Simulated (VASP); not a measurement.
# Ti (P6_3/mmc) in VASP: settings compared

Aim: see how the results for Ti move with the level of theory and the settings. Levels: RPBE, revPBE, revPBE+D3(BJ), PBEsol. Tasks: single point, relaxation of cell and atoms.

All numbers are computed with VASP 6.6.1; they aren't measurements. Logs are shortened: lines on timing, memory, paths and dates and some standing lists are left out, and cuts for length are marked.

### 1 The cell of the first run

Symmetry: P6_3/mmc, No. 194, hexagonal system. Conventional cell: a = 2.968 Å, b = 2.968 Å, c = 4.691 Å, α = 90.00°, β = 90.00°, γ = 120.00°. Within 3.8 Å of Ti (site symmetry -6m2) lie 12 Ti at 2.90 to 2.97 Å.

### 2 Single point, RPBE

Contents of INCAR:

```
SYSTEM = Ti
PREC = Accurate
ENCUT = 500
EDIFF = 1E-6
ISMEAR = 1
SIGMA = 0.2
LREAL = .False.
LASPH = .True.
NELM = 120
ALGO = Normal
ISIF = 2
LWAVE = .False.
LCHARG = .False.
GGA = RP
NBANDS = 19
GGA_COMPAT = .False.
```

Contents of KPOINTS:

```
Automatic mesh
0
Gamma
  10 10 6
  0 0 0
```

Contents of POSCAR:

```
Ti
1.0
    2.9680039152      0.0000000000      0.0000000000
   -1.4840019576      2.5703667891      0.0000000000
    0.0000000000      0.0000000000      4.6907348485
Ti
2
Direct
    0.6666666667      0.3333333333      0.7500000000
    0.3333333333      0.6666666667      0.2500000000
```

Potentials or basis: VASP PAW PBE potentials, release 64 (Ti_sv).

The run is started by

```
cat potpaw_PBE.64/Ti_sv/POTCAR > POTCAR
mpirun -np 1 vasp_std > vasp.out
```

OUTCAR:

```text
SYSTEM = Ti
   PREC = Accurate
   ENCUT = 500
   EDIFF = 1E-6
   ISMEAR = 1
   LREAL = .False.
   LASPH = .True.
   NELM = 120
   ISIF = 2
   GGA = RP

 ion  position               nearest neighbor table
   1  0.667  0.333  0.750-   2 2.90   2 2.90   2 2.90   2 2.90   2 2.90   2 2.90
   2  0.333  0.667  0.250-   1 2.90   1 2.90   1 2.90   1 2.90   1 2.90   1 2.90

  LATTYP: Found a hexagonal cell.
 ALAT       =     2.9680039152
 C/A-ratio  =     1.5804341849

  Lattice vectors:

 A1 = (   2.9680039152,   0.0000000000,   0.0000000000)
 A2 = (  -1.4840019576,   2.5703667891,   0.0000000000)
 A3 = (   0.0000000000,   0.0000000000,   4.6907348485)

Analysis of symmetry for initial positions (statically):
=====================================================================
 Subroutine PRICEL returns:
 Original cell was already a primitive cell.

 Routine SETGRP: Setting up the symmetry group for a
 hexagonal supercell.

 Subroutine GETGRP returns: Found 24 space group operations
 (whereof 12 operations were pure point group operations)
 out of a pool of 24 trial point group operations.

The static configuration has the point symmetry D_3d.
 The point group associated with its full space group is D_6h.

Analysis of symmetry for dynamics (positions and initial velocities):
=====================================================================
 Subroutine PRICEL returns:
 Original cell was already a primitive cell.

 Routine SETGRP: Setting up the symmetry group for a
 hexagonal supercell.

 Subroutine GETGRP returns: Found 24 space group operations
 (whereof 12 operations were pure point group operations)
 out of a pool of 24 trial point group operations.

The dynamic configuration has the point symmetry D_3d.
 The point group associated with its full space group is D_6h.

 Subroutine INISYM returns: Found 24 space group operations
 (whereof 12 operations are pure point group operations),
 and found     1 'primitive' translations

----------------------------------------------------------------------------------------

                                     Primitive cell

  volume of cell :      35.7850

  direct lattice vectors                    reciprocal lattice vectors
     2.968003915  0.000000000  0.000000000     0.336926779  0.194524767  0.000000000
    -1.484001958  2.570366789  0.000000000     0.000000000  0.389049533  0.000000000
     0.000000000  0.000000000  4.690734848     0.000000000  0.000000000  0.213186213

  length of vectors
     2.968003915  2.968003915  4.690734848     0.389049533  0.389049533  0.213186213

  position of ions in fractional coordinates (direct lattice)
     0.666666667  0.333333333  0.750000000
     0.333333333  0.666666667  0.250000000

  ion indices of the primitive-cell ions
   primitive index   ion index
                 1           1
                 2           2

----------------------------------------------------------------------------------------

 KPOINTS: Automatic mesh

Automatic generation of k-mesh.
 Grid dimensions read from file:
 generate k-points for:   10   10    6

 Generating k-lattice:

  Cartesian coordinates                     Fractional coordinates (reciprocal lattice)
     0.033692678  0.019452477  0.000000000     0.100000000  0.000000000  0.000000000
     0.000000000  0.038904953  0.000000000     0.000000000  0.100000000  0.000000000
     0.000000000  0.000000000  0.035531036     0.000000000  0.000000000  0.166666667

  Length of vectors
     0.038904953  0.038904953  0.035531036

  Shift w.r.t. Gamma in fractional coordinates (k-lattice)
     0.000000000  0.000000000  0.000000000

 Subroutine IBZKPT returns following result:
 ===========================================

 Found     56 irreducible k-points:

 Following reciprocal coordinates:
            Coordinates               Weight
  0.000000  0.000000  0.000000      1.000000
  0.100000  0.000000  0.000000      6.000000
  0.200000  0.000000  0.000000      6.000000
  0.300000  0.000000  0.000000      6.000000
  0.400000  0.000000  0.000000      6.000000
  0.500000 -0.000000  0.000000      3.000000
[... 16 lines left out ...]
  0.300000  0.100000  0.166667     24.000000
  0.400000  0.100000  0.166667     24.000000
 [... further k-points ...]
   k-points           NKPTS =     56   k-points in BZ     NKDIM =     56   number of bands    NBANDS=     19
   number of dos      NEDOS =    301   number of ions     NIONS =      2
   total plane-waves  NPLWV =  20736
   dimension x,y,z NGX =    24 NGY =   24 NGZ =   36
   dimension x,y,z NGXF=    48 NGYF=   48 NGZF=   72
   ions per type =               2
   NGX,Y,Z   is equivalent  to a cutoff of  13.44, 13.44, 12.76 a.u.
   NGXF,Y,Z  is equivalent  to a cutoff of  26.89, 26.89, 25.52 a.u.
 SYSTEM =  Ti
   PREC   = accura    normal or accurate (medium, high low for compatibility)
   ISTART =      0    job   : 0-new  1-cont  2-samecut
   ICHARG =      2    charge: 1-file 2-atom 10-const
   ISPIN  =      1    spin polarized calculation?
   LNONCOLLINEAR =      F non collinear calculations
   LSORBIT =      F    spin-orbit coupling
   LASPH  =      T    aspherical Exc in radial PAW
   ENCUT  =  500.0 eV  36.75 Ry    6.06 a.u.   5.41  5.41  8.55*2*pi/ulx,y,z
   NELM   =    120;   NELMIN=  2; NELMDL= -5     # of ELM steps
   EDIFF  = 0.1E-05   stopping-criterion for ELM
   LREAL  =      F    real-space projection
   EDIFFG = 0.1E-04   stopping-criterion for IOM
   NSW    =      0    number of steps for IOM
   IBRION =     -1    ionic relax: 0-MD 1-quasi-New 2-CG
   NFREE  =      0    steps in history (QN), initial steepest desc. (CG)
   ISIF   =      2    stress and relaxation
   ISYM   =      2    0-nonsym 1-usesym 2-fastsym
   POTIM  = 0.5000    time-step for ionic-motion
   TEBEG  =    0.0;   TEEND  =   0.0 temperature during run
   PSTRESS=    0.0 pullay stress
   NELECT =      24.0000    total number of electrons
   NUPDOWN=      -1.0000    fix difference up-down
   EMIN   =  10.00;   EMAX   =-10.00  energy-range for DOS
   EFERMI =   0.00;   METHOD = LEGACY
   ISMEAR =     1;   SIGMA  =   0.20  broadening in eV -4-tet -1-fermi 0-gaus
   EFERMI_NEDOS =   21; number of points for ismear=-14 and -15
   IALGO  =     38    algorithm
   IMIX   =      4    mixing-type and parameters
     AMIX     =   0.40;   BMIX     =  1.00
     AMIX_MAG =   1.60;   BMIX_MAG =  1.00
  volume/ion in A,a.u.               =      17.89       120.74
  Fermi-wavevector in a.u.,A,eV,Ry     =   1.432996  2.707970 27.939273  2.053479
  Thomas-Fermi vector in A             =   2.552563
   LORBIT       =      0    0 simple, 1 ext, 2 COOP (PROOUT), +10 PAW based schemes
   GGA     = RP    functional components
   LHFCALC =     F    Hartree Fock is set to
   AEXX    =    0.0000 exact exchange contribution
   IVDW    =     0    specifies the selected vdW correction
   LEPSILON=     F    determine dielectric tensor
   LRPA    =     F    only Hartree local field effects (RPA)
 non-spin polarized calculation
 Methfessel and Paxton  Order N= 1 SIGMA  =   0.20
  energy-cutoff  :      500.00
  volume of cell :       35.78
 maximum number of plane-waves:       935
 NGX is ok and might be reduce to    24
   NGX = 11   NGY = 11   NGZ = 17

 number of electron      24.0000005 magnetization

 Free energy of the ion-electron system (eV)
  ---------------------------------------------------
  ext. energy  EPLUGINS =         0.00000000
  ---------------------------------------------------
  free energy    TOTEN  =       -14.87544703 eV

  energy without entropy =      -14.87880970  energy(sigma->0) =      -14.87656792

 E-fermi :   8.1461     XC(G=0): -11.2501

 val. band max:        8.1389372514   @ k =   0.3000   0.3000   0.3333
 cond. band min:       8.1894168320   @ k =   0.3000   0.2000   0.3333
 fundamental gap:      0.0504795806
 Fermi energy:         8.1460796271

 k-point     1 :       0.0000    0.0000    0.0000
  band No.  band energies     occupation
      1     -48.9190      2.00000
      2     -48.7987      2.00000
      3     -25.4053      2.00000
      4     -24.8193      2.00000
      5     -24.8193      2.00000
      6     -24.7658      2.00000
[... 11 lines left out ...]
     18       9.7123     -0.00000
     19      11.1822     -0.00000

 k-point     2 :       0.1000    0.0000    0.0000
  band No.  band energies     occupation
      1     -48.9105      2.00000
      2     -48.7954      2.00000
      3     -25.3858      2.00000
      4     -24.8586      2.00000
      5     -24.8325      2.00000
      6     -24.7744      2.00000
[... 11 lines left out ...]
     18       9.5693     -0.00000
     19      11.2571     -0.00000

 k-point     3 :       0.2000    0.0000    0.0000
  band No.  band energies     occupation
      1     -48.8877      2.00000
      2     -48.7876      2.00000
      3     -25.3311      2.00000
      4     -24.9626      2.00000
      5     -24.8724      2.00000
      6     -24.8657      2.00000
[... 11 lines left out ...]
     18      10.0116     -0.00000
     19      11.3964     -0.00000

 k-point     4 :       0.3000    0.0000    0.0000
  band No.  band energies     occupation
      1     -48.8575      2.00000
      2     -48.7798      2.00000
      3     -25.2530      2.00000
      4     -25.0928      2.00000
      5     -24.9960      2.00000
      6     -24.9048      2.00000
[... 11 lines left out ...]
     18      10.6474     -0.00000
     19      11.5063     -0.00000

 k-point     5 :       0.4000    0.0000    0.0000
  band No.  band energies     occupation
      1     -48.8296      2.00000
      2     -48.7769      2.00000
      3     -25.1988      2.00000
      4     -25.1720      2.00000
      5     -25.0924      2.00000
      6     -24.9354      2.00000
[... 11 lines left out ...]
     18      11.3494     -0.00000
     19      11.5661     -0.00000

 k-point     6 :       0.5000   -0.0000    0.0000
  band No.  band energies     occupation
      1     -48.8169      2.00000
      2     -48.7777      2.00000
      3     -25.2394      2.00000
      4     -25.1304      2.00000
      5     -25.1286      2.00000
      6     -24.9469      2.00000
[... 11 lines left out ...]
     18      11.5841     -0.00000
     19      12.3137      0.00000

 k-point     7 :       0.1000    0.1000    0.0000
  band No.  band energies     occupation
      1     -48.8949      2.00000
      2     -48.7899      2.00000
      3     -25.3486      2.00000
      4     -24.9202      2.00000
      5     -24.8820      2.00000
      6     -24.8176      2.00000
[... 11 lines left out ...]
     18       9.9223     -0.00000
     19      11.3372     -0.00000

 k-point     8 :       0.2000    0.1000    0.0000
  band No.  band energies     occupation
      1     -48.8683      2.00000
      2     -48.7822      2.00000
      3     -25.2818      2.00000
      4     -25.0274      2.00000
      5     -24.9746      2.00000
      6     -24.8758      2.00000
[... 256 lines left out ...]
 k-point    20 :       0.5000   -0.0000    0.1667
  band No.  band energies     occupation
      1     -48.8143      2.00000
      2     -48.7804      2.00000
      3     -25.2812      2.00000
      4     -25.1719      2.00000
      5     -25.0668      2.00000
      6     -24.9365      2.00000
[... 11 lines left out ...]
     18      11.5604     -0.00000
     19      12.0392     -0.00000

 k-point    21 :       0.1000    0.1000    0.1667
  band No.  band energies     occupation
      1     -48.8879      2.00000
      2     -48.7970      2.00000
      3     -25.3181      2.00000
      4     -24.9089      2.00000
      5     -24.8990      2.00000
      6     -24.8464      2.00000
[... 11 lines left out ...]
     18      10.0259     -0.00000
     19      11.3052     -0.00000

 k-point    22 :       0.2000    0.1000    0.1667
  band No.  band energies     occupation
      1     -48.8625      2.00000
      2     -48.7880      2.00000
      3     -25.2701      2.00000
      4     -25.0180      2.00000
      5     -24.9861      2.00000
      6     -24.8893      2.00000
[... 11 lines left out ...]
     18      10.5200     -0.00000
     19      11.3786     -0.00000

 k-point    23 :       0.3000    0.1000    0.1667
  band No.  band energies     occupation
      1     -48.8347      2.00000
      2     -48.7813      2.00000
      3     -25.2389      2.00000
      4     -25.1165      2.00000
      5     -25.0558      2.00000
      6     -24.9324      2.00000
[... 11 lines left out ...]
     18      11.0628     -0.00000
     19      11.5692     -0.00000

 k-point    24 :       0.4000    0.1000    0.1667
  band No.  band energies     occupation
      1     -48.8144      2.00000
      2     -48.7803      2.00000
      3     -25.2609      2.00000
      4     -25.1572      2.00000
      5     -25.0678      2.00000
      6     -24.9516      2.00000
[... 11 lines left out ...]
     18      11.4290     -0.00000
     19      12.1080     -0.00000

 [... further k-points ...]

------------------------ aborting loop because EDIFF is reached ----------------------------------------

  FORCE on cell =-STRESS in cart. coord.  units (eV):
  Direction    XX          YY          ZZ          XY          YZ          ZX
  --------------------------------------------------------------------------------------
  -------------------------------------------------------------------------------------
  Total       -0.0568445     -0.0568445     -0.0659666      0.0000000     -0.0000000      0.0000000
  in kB       -2.5450636     -2.5450636     -2.9534811      0.0000000     -0.0000000      0.0000000
  external PRESSURE =      -2.6812028 kB  Pullay stress =       0.0000000 kB

 VOLUME and BASIS-vectors are now :
 -----------------------------------------------------------------------------
  energy-cutoff  :      500.00
  volume of cell :       35.78
      direct lattice vectors                 reciprocal lattice vectors
     2.968003915  0.000000000  0.000000000     0.336926779  0.194524767  0.000000000
    -1.484001958  2.570366789  0.000000000     0.000000000  0.389049533  0.000000000
     0.000000000  0.000000000  4.690734848     0.000000000  0.000000000  0.213186213

 POSITION                                       TOTAL-FORCE (eV/Angst)
 -----------------------------------------------------------------------------------
      1.48400      0.85679      3.51805         0.000000      0.000000      0.000000
     -0.00000      1.71358      1.17268        -0.000000     -0.000000      0.000000
 -----------------------------------------------------------------------------------
    total drift:                               -0.000000      0.000000     -0.000000

  FREE ENERGIE OF THE ION-ELECTRON SYSTEM (eV)
  ---------------------------------------------------
  free  energy   TOTEN  =       -14.8754470289 eV

  energy  without entropy=      -14.8788096977  energy(sigma->0) =      -14.87656792
```

Wall time 24 s (1 thread of Intel Xeon Platinum 8488C (Sapphire Rapids), shared host); peak memory 0.16 GiB.

Results:

- Free energy: -14.8754 eV
- Pressure: -0.3 GPa
- Band gap on the k mesh: zero (band 12 reaches 8.91 eV, above the bottom of band 13 at 7.89 eV)

Levels at points of the mesh, in eV from the Fermi level:
| k point | band 9 | band 10 | band 11 | band 12 | band 13 | band 14 | band 15 | band 16 |
| --- | --- | --- | --- | --- | --- | --- | --- | --- |
| (0.00, 0.00, 0.00) | -6.16 | -2.62 | 0.67 | 0.76 | 0.76 | 0.87 | 1.24 | 1.24 |
| (0.50, 0.00, 0.00) | -2.32 | -2.08 | -1.77 | -0.69 | 0.47 | 0.61 | 1.14 | 3.20 |
| (0.00, 0.00, 0.50) | -4.34 | -4.34 | 0.08 | 0.08 | 0.67 | 0.67 | 0.67 | 0.67 |
| (0.50, 0.00, 0.50) | -2.47 | -2.47 | -0.78 | -0.78 | 1.22 | 1.22 | 1.67 | 1.67 |

Caveat: the PAW data sets were made with another functional, which shifts forces and pressure a little.

(Part 1 of 3 ends here.)
